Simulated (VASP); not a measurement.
# Ge (I4_1/amd) in VASP: a series of runs

Ge is run at these levels: PBE+D3(BJ), PBE, BLYP+D4, PBEsol; tasks: single point, relaxation of cell and atoms.

All numbers are computed with VASP 6.6.1; they aren't measurements. Logs are shortened: lines on timing, memory, paths and dates and some standing lists are left out, and cuts for length are marked.

## Step 1: The cell of the first run

It takes space group I4_1/amd (No. 141, tetragonal). The conventional cell has a = 5.157 Å, b = 5.157 Å, c = 2.791 Å, α = 90.00°, β = 90.00°, γ = 90.00°. Within 3.5 Å of Ge (site symmetry -4m2) lie 10 Ge at 2.67 to 3.32 Å.

## Step 2: Single point, PBE+D3(BJ)

INCAR

```
SYSTEM = Ge
PREC     = Accurate       ! precision mode
ENCUT    = 520            ! plane-wave cutoff, eV
EDIFF    = 1E-6           ! SCF threshold, eV
ISMEAR   = -1             ! smearing method
SIGMA    = 0.05           ! smearing width, eV
LREAL    = .FALSE.        ! projectors in reciprocal space
LASPH    = .TRUE.         ! aspherical terms in the spheres
NELM     = 100            ! most SCF steps
ALGO     = Normal         ! electronic algorithm
ISIF     = 2              ! what is computed and relaxed
LWAVE    = .FALSE.        ! write WAVECAR
LCHARG   = .TRUE.         ! write CHGCAR
GGA      = PE             ! functional
IVDW     = 12             ! dispersion correction
LELF     = .TRUE.         ! ELF
LVHAR    = .TRUE.       
NBANDS   = 21             ! bands
```

KPOINTS

```
regular mesh
0
G
  11 11 11
  0 0 0
```

POSCAR

```
Ge
1.0
   -2.5783157934      2.5783157934      1.3956069990
    2.5783157934     -2.5783157934      1.3956069990
    2.5783157934      2.5783157934     -1.3956069990
Ge
2
Direct
    0.5000000000      0.5000000000      0.0000000000
    0.2500000000      0.7500000000      0.5000000000
```

Potentials or basis: VASP PAW PBE potentials, release 64 (Ge_d).

Started as:

```
> cat potpaw_PBE.64/Ge_d/POTCAR > POTCAR
> mpirun -np 1 vasp_std > vasp.out
```

OUTCAR:

```text
SYSTEM = Ge
   PREC = Accurate
   ENCUT = 520
   EDIFF = 1E-6
   ISMEAR = -1
   LREAL = .FALSE.
   LASPH = .TRUE.
   NELM = 100
   ISIF = 2
   GGA = PE
   IVDW = 12
 IVDW          = 12

 ion  position               nearest neighbor table
   1  0.500  0.500  0.000-   2 2.67   2 2.67   2 2.67   2 2.67
   2  0.250  0.750  0.500-   1 2.67   1 2.67   1 2.67   1 2.67

  LATTYP: Found a body centered tetragonal cell.
 ALAT       =     5.1566315868
 C/A-ratio  =     0.5412862934

  Lattice vectors:

 A1 = (  -2.5783157934,   2.5783157934,   1.3956069990)
 A2 = (   2.5783157934,  -2.5783157934,   1.3956069990)
 A3 = (   2.5783157934,   2.5783157934,  -1.3956069990)

Analysis of symmetry for initial positions (statically):
=====================================================================
 Subroutine PRICEL returns:
 Original cell was already a primitive cell.

 Routine SETGRP: Setting up the symmetry group for a
 body centered tetragonal supercell.

 Subroutine GETGRP returns: Found 16 space group operations
 (whereof  8 operations were pure point group operations)
 out of a pool of 16 trial point group operations.

The static configuration has the point symmetry D_2d.
 The point group associated with its full space group is D_4h.

Analysis of symmetry for dynamics (positions and initial velocities):
=====================================================================
 Subroutine PRICEL returns:
 Original cell was already a primitive cell.

 Routine SETGRP: Setting up the symmetry group for a
 body centered tetragonal supercell.

 Subroutine GETGRP returns: Found 16 space group operations
 (whereof  8 operations were pure point group operations)
 out of a pool of 16 trial point group operations.

The dynamic configuration has the point symmetry D_2d.
 The point group associated with its full space group is D_4h.

 Subroutine INISYM returns: Found 16 space group operations
 (whereof  8 operations are pure point group operations),
 and found     1 'primitive' translations

----------------------------------------------------------------------------------------

                                     Primitive cell

  volume of cell :      37.1104

  direct lattice vectors                    reciprocal lattice vectors
    -2.578315793  2.578315793  1.395606999     0.000000000  0.193925043  0.358267048
     2.578315793 -2.578315793  1.395606999     0.193925043  0.000000000  0.358267048
     2.578315793  2.578315793 -1.395606999     0.193925043  0.193925043  0.000000000

  length of vectors
     3.904246862  3.904246862  3.904246862     0.407384585  0.407384585  0.274251425

  position of ions in fractional coordinates (direct lattice)
     0.500000000  0.500000000  0.000000000
     0.250000000  0.750000000  0.500000000

  ion indices of the primitive-cell ions
   primitive index   ion index
                 1           1
                 2           2

----------------------------------------------------------------------------------------

 KPOINTS: regular mesh

Automatic generation of k-mesh.
 Grid dimensions read from file:
 generate k-points for:   11   11   11

 Generating k-lattice:

  Cartesian coordinates                     Fractional coordinates (reciprocal lattice)
     0.000000000  0.017629549  0.032569732     0.090909091 -0.000000000  0.000000000
     0.017629549  0.000000000  0.032569732    -0.000000000  0.090909091  0.000000000
     0.017629549  0.017629549  0.000000000     0.000000000  0.000000000  0.090909091

  Length of vectors
     0.037034962  0.037034962  0.024931948

  Shift w.r.t. Gamma in fractional coordinates (k-lattice)
     0.000000000  0.000000000  0.000000000

 Subroutine IBZKPT returns following result:
 ===========================================

 Found    126 irreducible k-points:

 Following reciprocal coordinates:
            Coordinates               Weight
  0.000000  0.000000  0.000000      1.000000
  0.090909  0.000000  0.000000      8.000000
  0.181818  0.000000  0.000000      8.000000
  0.272727 -0.000000  0.000000      8.000000
  0.363636  0.000000 -0.000000      8.000000
  0.454545  0.000000 -0.000000      8.000000
[... 16 lines left out ...]
 -0.272727  0.181818  0.000000     16.000000
 -0.181818  0.181818  0.000000      4.000000
 [... further k-points ...]
   k-points           NKPTS =    126   k-points in BZ     NKDIM =    126   number of bands    NBANDS=     21
   number of dos      NEDOS =    301   number of ions     NIONS =      2
   total plane-waves  NPLWV =  27000
   dimension x,y,z NGX =    30 NGY =   30 NGZ =   30
   dimension x,y,z NGXF=    60 NGYF=   60 NGZF=   60
   ions per type =               2
   NGX,Y,Z   is equivalent  to a cutoff of  12.77, 12.77, 12.77 a.u.
   NGXF,Y,Z  is equivalent  to a cutoff of  25.55, 25.55, 25.55 a.u.
 SYSTEM =  Ge
   PREC   = accura    normal or accurate (medium, high low for compatibility)
   ISTART =      0    job   : 0-new  1-cont  2-samecut
   ICHARG =      2    charge: 1-file 2-atom 10-const
   ISPIN  =      1    spin polarized calculation?
   LNONCOLLINEAR =      F non collinear calculations
   LSORBIT =      F    spin-orbit coupling
   LASPH  =      T    aspherical Exc in radial PAW
   ENCUT  =  520.0 eV  38.22 Ry    6.18 a.u.   7.26  7.26  7.26*2*pi/ulx,y,z
   NELM   =    100;   NELMIN=  2; NELMDL= -5     # of ELM steps
   EDIFF  = 0.1E-05   stopping-criterion for ELM
   LREAL  =      F    real-space projection
   EDIFFG = 0.1E-04   stopping-criterion for IOM
   NSW    =      0    number of steps for IOM
   IBRION =     -1    ionic relax: 0-MD 1-quasi-New 2-CG
   NFREE  =      0    steps in history (QN), initial steepest desc. (CG)
   ISIF   =      2    stress and relaxation
   ISYM   =      2    0-nonsym 1-usesym 2-fastsym
   POTIM  = 0.5000    time-step for ionic-motion
   TEBEG  =    0.0;   TEEND  =   0.0 temperature during run
   PSTRESS=    0.0 pullay stress
   NELECT =      28.0000    total number of electrons
   NUPDOWN=      -1.0000    fix difference up-down
   EMIN   =  10.00;   EMAX   =-10.00  energy-range for DOS
   EFERMI =   0.00;   METHOD = LEGACY
   ISMEAR =    -1;   SIGMA  =   0.05  broadening in eV -4-tet -1-fermi 0-gaus
   EFERMI_NEDOS =   21; number of points for ismear=-14 and -15
   IALGO  =     38    algorithm
   IMIX   =      4    mixing-type and parameters
     AMIX     =   0.40;   BMIX     =  1.00
     AMIX_MAG =   1.60;   BMIX_MAG =  1.00
  volume/ion in A,a.u.               =      18.56       125.22
  Fermi-wavevector in a.u.,A,eV,Ry     =   1.490376  2.816401 30.221524  2.221219
  Thomas-Fermi vector in A             =   2.603165
   LORBIT       =      0    0 simple, 1 ext, 2 COOP (PROOUT), +10 PAW based schemes
   GGA     = PE    functional components
   LHFCALC =     F    Hartree Fock is set to
   AEXX    =    0.0000 exact exchange contribution
   IVDW    =    12    specifies the selected vdW correction
   LEPSILON=     F    determine dielectric tensor
   LRPA    =     F    only Hartree local field effects (RPA)
 non-spin polarized calculation
  energy-cutoff  :      520.00
  volume of cell :       37.11
 maximum number of plane-waves:      1029
 NGX is ok and might be reduce to    30
   NGX = 15   NGY = 15   NGZ = 15

 number of electron      28.0000030 magnetization

 Free energy of the ion-electron system (eV)
  ---------------------------------------------------
  ext. energy  EPLUGINS =         0.00000000
  ---------------------------------------------------
  free energy    TOTEN  =        -8.56605291 eV

  energy without entropy =       -8.55794992  energy(sigma->0) =       -8.56200142

 E-fermi :   6.8066     XC(G=0): -11.3112

 val. band max:        6.7958315162   @ k =  -0.1818  -0.2727   0.1818
 cond. band min:       6.8158484082   @ k =   0.4545   0.2727   0.0909
 fundamental gap:      0.0200168919
 Fermi energy:         6.8065596558

 k-point     1 :       0.0000    0.0000    0.0000
  band No.  band energies     occupation
      1     -17.9712      2.00000
      2     -17.9300      2.00000
      3     -17.8980      2.00000
      4     -17.8962      2.00000
      5     -17.7909      2.00000
      6     -17.7909      2.00000
[... 13 lines left out ...]
     20      18.2973      0.00000
     21      19.2902      0.00000

 k-point     2 :       0.0909    0.0000    0.0000
  band No.  band energies     occupation
      1     -17.9681      2.00000
      2     -17.9188      2.00000
      3     -17.8920      2.00000
      4     -17.8845      2.00000
      5     -17.7995      2.00000
      6     -17.7981      2.00000
[... 13 lines left out ...]
     20      18.2324      0.00000
     21      18.9127      0.00000

 k-point     3 :       0.1818    0.0000    0.0000
  band No.  band energies     occupation
      1     -17.9583      2.00000
      2     -17.8913      2.00000
      3     -17.8808      2.00000
      4     -17.8551      2.00000
      5     -17.8170      2.00000
      6     -17.8041      2.00000
[... 13 lines left out ...]
     20      16.6427      0.00000
     21      17.4545      0.00000

 k-point     4 :       0.2727   -0.0000    0.0000
  band No.  band energies     occupation
      1     -17.9453      2.00000
      2     -17.8683      2.00000
      3     -17.8675      2.00000
      4     -17.8448      2.00000
      5     -17.8342      2.00000
      6     -17.8049      2.00000
[... 13 lines left out ...]
     20      15.3611      0.00000
     21      17.6917      0.00000

 k-point     5 :       0.3636    0.0000   -0.0000
  band No.  band energies     occupation
      1     -17.9343      2.00000
      2     -17.8697      2.00000
      3     -17.8646      2.00000
      4     -17.8557      2.00000
      5     -17.8340      2.00000
      6     -17.8169      2.00000
[... 13 lines left out ...]
     20      15.6458      0.00000
     21      18.7525      0.00000

 k-point     6 :       0.4545    0.0000   -0.0000
  band No.  band energies     occupation
      1     -17.9270      2.00000
      2     -17.8820      2.00000
      3     -17.8776      2.00000
      4     -17.8506      2.00000
      5     -17.8248      2.00000
      6     -17.8240      2.00000
[... 13 lines left out ...]
     20      18.2210      0.00000
     21      18.9499      0.00000

 k-point     7 :       0.0909    0.0909    0.0000
  band No.  band energies     occupation
      1     -17.9619      2.00000
      2     -17.8897      2.00000
      3     -17.8840      2.00000
      4     -17.8501      2.00000
      5     -17.8157      2.00000
      6     -17.8123      2.00000
[... 13 lines left out ...]
     20      16.5904      0.00000
     21      17.0308      0.00000
[... 291 lines left out ...]
      1     -17.9221      2.00000
      2     -17.8832      2.00000
      3     -17.8714      2.00000
      4     -17.8390      2.00000
      5     -17.8310      2.00000
      6     -17.8065      2.00000
[... 13 lines left out ...]
     20      17.3269      0.00000
     21      18.3880      0.00000

 k-point    21 :      -0.4545    0.1818    0.0000
  band No.  band energies     occupation
      1     -17.9228      2.00000
      2     -17.8773      2.00000
      3     -17.8716      2.00000
      4     -17.8455      2.00000
      5     -17.8268      2.00000
      6     -17.8078      2.00000
[... 13 lines left out ...]
     20      17.2561      0.00000
     21      17.8416      0.00000

 k-point    22 :      -0.3636    0.1818    0.0000
  band No.  band energies     occupation
      1     -17.9320      2.00000
      2     -17.8980      2.00000
      3     -17.8787      2.00000
      4     -17.8558      2.00000
      5     -17.8201      2.00000
      6     -17.7992      2.00000
[... 13 lines left out ...]
     20      17.5082      0.00000
     21      18.6978      0.00000

 k-point    23 :      -0.2727    0.1818    0.0000
  band No.  band energies     occupation
      1     -17.9441      2.00000
      2     -17.9227      2.00000
      3     -17.8990      2.00000
      4     -17.8704      2.00000
      5     -17.8068      2.00000
      6     -17.7870      2.00000
[... 13 lines left out ...]
     20      19.2032      0.00000
     21      19.8210      0.00000

 k-point    24 :      -0.1818    0.1818    0.0000
  band No.  band energies     occupation
      1     -17.9540      2.00000
      2     -17.9326      2.00000
      3     -17.9071      2.00000
      4     -17.8809      2.00000
      5     -17.7988      2.00000
      6     -17.7832      2.00000
[... 13 lines left out ...]
     20      19.0228      0.00000
     21      19.4455      0.00000

 [... further k-points ...]

------------------------ aborting loop because EDIFF is reached ----------------------------------------

 Edisp (eV)   -0.71763

 E8    (eV) :    -0.3184

  FORCE on cell =-STRESS in cart. coord.  units (eV):
  Direction    XX          YY          ZZ          XY          YZ          ZX
  --------------------------------------------------------------------------------------
  -------------------------------------------------------------------------------------
  Total      -0.03144    -0.03144    -0.03266     0.00000     0.00000     0.00000
  in kB      -1.35740    -1.35740    -1.40984     0.00000     0.00000     0.00000
  external pressure =       -1.37 kB  Pullay stress =        0.00 kB

 VOLUME and BASIS-vectors are now :
 -----------------------------------------------------------------------------
  energy-cutoff  :      520.00
  volume of cell :       37.11
      direct lattice vectors                 reciprocal lattice vectors
    -2.578315793  2.578315793  1.395606999     0.000000000  0.193925043  0.358267048
     2.578315793 -2.578315793  1.395606999     0.193925043  0.000000000  0.358267048
     2.578315793  2.578315793 -1.395606999     0.193925043  0.193925043  0.000000000

 POSITION                                       TOTAL-FORCE (eV/Angst)
 -----------------------------------------------------------------------------------
      0.00000      0.00000      1.39561         0.000000      0.000000      0.000000
      2.57832      0.00000      0.69780        -0.000000     -0.000000     -0.000000
 -----------------------------------------------------------------------------------
    total drift:                                0.000000     -0.000000      0.000000

  FREE ENERGIE OF THE ION-ELECTRON SYSTEM (eV)
  ---------------------------------------------------
  free  energy   TOTEN  =        -9.2836872697 eV

  energy  without entropy=       -9.2755842818  energy(sigma->0) =       -9.27963578
```

Run time: 51 s. Hardware: 1 thread of Intel Xeon Platinum 8559C (Emerald Rapids), shared host; peak memory 0.23 GiB.

Results:

```yaml
Free_energy: -9.2837 eV
Pressure: -0.1 GPa
Band_gap_on_the_k_mesh: zero (band 14 reaches 8.48 eV, above the bottom of band 15 at 3.82 eV)
Dispersion_energy_per_atom: -0.359 eV
```

Levels at points of the mesh, in eV from the Fermi level:
| k point | band 12 | band 13 | band 14 | band 15 | band 16 | band 17 |
| --- | --- | --- | --- | --- | --- | --- |
| (0.00, 0.00, 0.00) | -4.13 | -2.37 | -2.37 | 3.26 | 7.54 | 7.54 |

Caveat: pairwise dispersion overbinds metals, which lowers pressure and volume.

[end of part 1 of 2]
